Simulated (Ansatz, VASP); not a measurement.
**Sb2Se3 in VASP and in Ansatz**

The input INCAR:

```
SYSTEM = Sb2Se3
PREC     = Accurate       ! precision mode
ENCUT    = 500            ! plane-wave cutoff, eV
EDIFF    = 1E-7           ! SCF threshold, eV
ISMEAR   = 0              ! smearing method
SIGMA    = 0.15           ! smearing width, eV
LREAL    = .False.        ! projectors in reciprocal space
LASPH    = .True.         ! aspherical terms in the spheres
NELM     = 120            ! most SCF steps
ALGO     = Normal         ! electronic algorithm
ISIF     = 3              ! what is computed and relaxed
LWAVE    = .False.        ! write WAVECAR
LCHARG   = .False.        ! write CHGCAR
GGA      = PE             ! functional
IBRION   = 2              ! ionic algorithm
NSW      = 36             ! ionic steps
EDIFFG   = -0.08          ! ionic threshold
GGA_COMPAT= .False.      
NELMIN   = 4
```

KPOINTS

```
Automatic mesh
0
Gamma
  3 3 2
  0 0 0
```

The input POSCAR:

```
Sb2Se3
1.0
    4.8721394700      0.0000000000      0.0000000000
   -2.4360697400      4.2193965500      0.0000000000
    0.0000000000      0.0000000000      8.0482880800
Sb Se
2 3
Direct
    0.3333333300      0.6666666700      0.5000000000
    0.0000000000      0.0000000000      0.0000000000
    0.3333333300      0.6666666700      0.7357271100
    0.3333333300      0.6666666700      0.2642728900
    0.3333333300      0.6666666700      0.0000000000
```

Input for Ansatz:

```yaml
crystal:
  lattice:
    - [4.87213947, 0.0, 0.0]
    - [-2.43606974, 4.21939655, 0.0]
    - [0.0, 0.0, 8.04828808]
  atoms:
    - { symbol: Sb, position: [0.33333333, 0.66666667, 0.5] }
    - { symbol: Sb, position: [0.0, 0.0, 0.0] }
    - { symbol: Se, position: [0.33333333, 0.66666667, 0.73572711] }
    - { symbol: Se, position: [0.33333333, 0.66666667, 0.26427289] }
    - { symbol: Se, position: [0.33333333, 0.66666667, 0.0] }
basis:
  ecutwfc: 420
kpoints:
  mp_grid: { grid: [3, 3, 2] }
hamiltonian:
  xc: pbe
scf:
  occupations: { method: gaussian, width: 0.15 }
  lower_state_search: "off"
output:
  forces: true
  stress: true
  eigenvalues: true
relax:
  adjacent_minimum: "off"
  f_tol: 0.08
  max_steps: 16
  cell: { stress_tol: 0.8 }
```

Alike in both runs: task relaxation of cell and atoms; functional PBE; k mesh 3 × 3 × 2; occupations gaussian, width 0.15 eV; no spin polarisation.

|  | VASP | Ansatz |
| --- | --- | --- |
| version | VASP 6.6.1 | Ansatz 0.2.0 |
| potentials or method | VASP PAW PBE potentials, release 64 (Sb, Se), cutoff 500 eV | scalar-relativistic, plane waves, PAW |
| valence electrons in the cell | 28 | 78 |

Ansatz gave:

| Item | Value |
| --- | --- |
| gap on the k mesh at the Fermi level, each at its own relaxed structure (eV) | none |
| relaxed volume (Å³/atom) | 43.44 |
| relaxed length of the cell vector where the two differ most in proportion (Å) | 11.034 |

Problem. What did VASP give for the same quantities?

Solution. gap on the k mesh at the Fermi level, each at its own relaxed structure (eV): none; relaxed volume (Å³/atom): 43.34; relaxed length of the cell vector where the two differ most in proportion (Å): 11.024.

A gap of «none» marks a metal or a gap that the smearing closes. VASP's potentials hold 28 valence electrons a cell and Ansatz's 78, so a difference there can come from the potentials and not from the codes.

The k mesh is coarse, so the values compare programs but aren't converged. Neither program's run includes spin-orbit coupling. Noted on VASP's run: the volume moved by over 15 % at a fixed basis, so the end points are rough.
